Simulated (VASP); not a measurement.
Input of a VASP 6.6.1 run:

POSCAR

```
Sb
1.0
    2.1647005704      1.2497904571      3.8274116321
   -2.1647005704      1.2497904571      3.8274116321
    0.0000000000     -2.4995809141      3.8274116321
Sb
2
Direct
    0.2315156446      0.2315156446      0.2315156446
    0.7684843554      0.7684843554      0.7684843554
```

File INCAR.step1:

```
  ALGO = Normal
  EDIFF = 1E-5
  ENCUT = 520
  GGA = PE
  GGA_COMPAT = False
  ISIF = 2
  ISMEAR = -1
  LASPH = True
  LCHARG = False
  LORBIT = 11
  LORBMOM = True
  LREAL = False
  LSORBIT = True
  LWAVE = True
  MAGMOM = 0 0 0 0 0 0
  NBANDS = 22
  NELM = 150
  PREC = Accurate
  SIGMA = 0.02
```

INCAR.step2

```
  ALGO = Normal
  EDIFF = 1E-6
  ENCUT = 520
  GGA = PE
  GGA_COMPAT = False
  HFSCREEN = 0.2079
  ISIF = 2
  ISMEAR = -1
  ISTART = 1
  LASPH = True
  LCHARG = False
  LHFCALC = True
  LORBIT = 11
  LORBMOM = True
  LREAL = False
  LSORBIT = True
  LWAVE = False
  MAGMOM = 0 0 0 0 0 0
  NBANDS = 22
  NELM = 150
  PREC = Accurate
  PRECFOCK = Normal
  SIGMA = 0.02
```

KPOINTS

```
k-points
0
Gamma
  4 4 4
```

Potentials or basis: VASP PAW PBE potentials, release 64 (Sb).

The run is started by

```sh
$ cat potpaw_PBE.64/Sb/POTCAR > POTCAR
$ cp INCAR.step1 INCAR
$ mpirun -np 1 vasp_ncl > vasp.out
$ cp INCAR.step2 INCAR
$ mpirun -np 1 vasp_ncl > vasp.out
```

**Question.** What does it give for the pressure?

**Answer.** -1.0 GPa.

**Question.** What does it give for the largest force?

**Answer.** 0.309 eV/Å.

**Question.** What does it give for the net moment?

**Answer.** 0.00 μB per cell.

Stress tensor (GPa, compression positive):
```
-0.79  0.00  0.00
 0.00 -0.79  0.00
 0.00  0.00 -1.32
```

Caveat: the k points lie up to 0.44 Å⁻¹ apart; the PAW data sets were made with another functional, which shifts forces and pressure a little.
